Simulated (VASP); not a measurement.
A run of VASP 6.6.1 is set up as follows.

INCAR

```
PREC = Accurate ; ENCUT = 600
EDIFF = 1E-6 ; ISMEAR = 0
SIGMA = 0.02 ; LREAL = False
LASPH = True ; NELM = 60
ALGO = Normal ; ISIF = 3
LWAVE = False ; LCHARG = False
GGA = PE ; IVDW = 12
IBRION = 2 ; NSW = 100
EDIFFG = -0.005
```

Contents of KPOINTS:

```
regular mesh
0
Gamma
  9 9 6
```

Contents of POSCAR:

```
SnS2
1.0
    3.6390000000      0.0000000000      0.0000000000
   -1.8195000000      3.1514664444      0.0000000000
    0.0000000000      0.0000000000      5.8680000000
Sn S
1 2
Direct
    0.0000000000      0.0000000000      0.0000000000
    0.3333333333      0.6666666667      0.2500000000
    0.6666666667      0.3333333333      0.7500000000
```

Potentials or basis: VASP PAW PBE potentials, release 64 (Sn_d, S).

Command:

```console
$ cat potpaw_PBE.64/Sn_d/POTCAR potpaw_PBE.64/S/POTCAR > POTCAR
$ mpirun -np 1 vasp_std > vasp.out
```

Q: What does it give for the space group after relaxing (to 0.05 Å)?

A: P-3m1 (No. 164).

Q: What does it give for the dispersion energy per atom?

A: -0.328 eV.

Q: Predict the band gap on the k mesh.

A: 1.26 eV, indirect (least direct gap 1.75 eV).

Q: Estimate the relaxed volume.

A: 22.55 Å³/atom.

Step by step:
| step | energy change (eV) | largest force (eV/Å) | pressure (GPa) | volume (Å³) |
| --- | --- | --- | --- | --- |
| 1 | 0.0000 | 0.2532 | 1.72 | 67.30 |
| 2 | -0.0012 | 0.1919 | -1.55 | 69.66 |
| 3 | -0.0080 | 0.0160 | -0.06 | 68.51 |
| 4 | -0.0080 | 0.0201 | 0.00 | 68.48 |
| 5 | -0.0082 | 0.0292 | 0.00 | 68.45 |
| 6 | -0.0085 | 0.0517 | -0.04 | 68.37 |
| 7 | -0.0087 | 0.0386 | -0.07 | 68.31 |
| 8 | -0.0091 | 0.0005 | -0.17 | 68.12 |
| 9 | -0.0088 | 0.0747 | -0.40 | 67.73 |
| 10 | -0.0092 | 0.0187 | -0.25 | 68.01 |
| 11 | -0.0093 | 0.0118 | -0.11 | 67.87 |
| 12 | -0.0093 | 0.0097 | -0.10 | 67.82 |
| 13 | -0.0094 | 0.0052 | -0.02 | 67.73 |
| 14 | -0.0094 | 0.0042 | -0.02 | 67.70 |
| 15 | -0.0094 | 0.0018 | 0.02 | 67.65 |
| 16 | -0.0094 | 0.0026 | -0.02 | 67.67 |
| 17 | -0.0094 | 0.0020 | 0.01 | 67.66 |

Caveat: spin-orbit coupling is left out, which moves the levels of the heavy elements. A k mesh can miss the band edges.
